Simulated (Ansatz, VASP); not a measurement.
AlH: VASP beside Ansatz

```
CELL_PARAMETERS angstrom
1.39700 -5.33639 0.00000
1.39700 5.33639 0.00000
0.00000 0.00000 2.73523
ATOMIC_POSITIONS crystal
Al 0.35078 0.64922 0.75000
Al 0.64922 0.35078 0.25000
H 0.08569 0.91431 0.75000
H 0.91431 0.08569 0.25000
```

Alike in both runs: functional PBE; k mesh 6 × 6 × 6; occupations gaussian, width 0.1 eV; no spin polarisation.

Ansatz relaxed the structure, and its values are those at the end. VASP's run is a single point on that final structure, the one shown.

|  | VASP | Ansatz |
| --- | --- | --- |
| version | VASP 6.6.1 | Ansatz 0.2.0 |
| potentials or method | VASP PAW PBE potentials, release 64 (Al, H), cutoff 520 eV | scalar-relativistic, plane waves, PAW |
| valence electrons in the cell | 8 | 8 |

Ansatz gave:

```
gap on the k mesh at the Fermi level (eV) : none
pressure (GPa)                            : -0.1
rms of the force components (eV/Å)        : 0.006
```

Question: Estimate VASP's values.

Answer: gap on the k mesh at the Fermi level (eV): none; pressure (GPa): -0.2; rms of the force components (eV/Å): 0.005.

A gap of «none» marks a metal or a gap that the smearing closes.

The k mesh is coarse, so the values compare programs but aren't converged.
